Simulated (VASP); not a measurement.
A run of VASP 6.6.1:

The input INCAR:

```
PREC = Accurate
ENCUT = 600
EDIFF = 1E-6
ISMEAR = 0
SIGMA = 0.1
LREAL = F
LASPH = T
NELM = 100
ALGO = Normal
ISIF = 3
LWAVE = F
LCHARG = F
GGA = PE
IBRION = 2
NSW = 100
EDIFFG = -0.01
```

The input KPOINTS:

```
Automatic mesh
0
Gamma
  12 12 8
```

File POSCAR:

```
Al5N
1.0
    4.7648240664      0.0000000000      0.0000000000
   -2.3824120332      4.1264586860      0.0000000000
    0.0000000000      0.0000000000      4.4877413758
Al N
5 1
Direct
    0.3170836204      0.0000000000      0.0000000000
    0.0000000000      0.3170836204      0.0000000000
    0.6829163796      0.6829163796      0.0000000000
    0.3333333333      0.6666666667      0.5000000000
    0.6666666667      0.3333333333      0.5000000000
    0.0000000000      0.0000000000      0.5000000000
```

Potentials or basis: VASP PAW PBE potentials, release 64 (Al, N).

The run is started by

```sh
$ cat potpaw_PBE.64/Al/POTCAR potpaw_PBE.64/N/POTCAR > POTCAR
$ mpirun -np 1 vasp_std > vasp.out
```

Hardware: 1 thread of Intel(R) Xeon(R) 6975P-C (Granite Rapids), with other jobs on the host.

Problem. Estimate the wall time of this run.

Solution. Run time: 5.5 min on 1 thread of Intel(R) Xeon(R) 6975P-C (Granite Rapids), with other jobs on the host, peak memory 0.32 GiB. Counts: scf iterations 73, k points 95, ion steps 11.
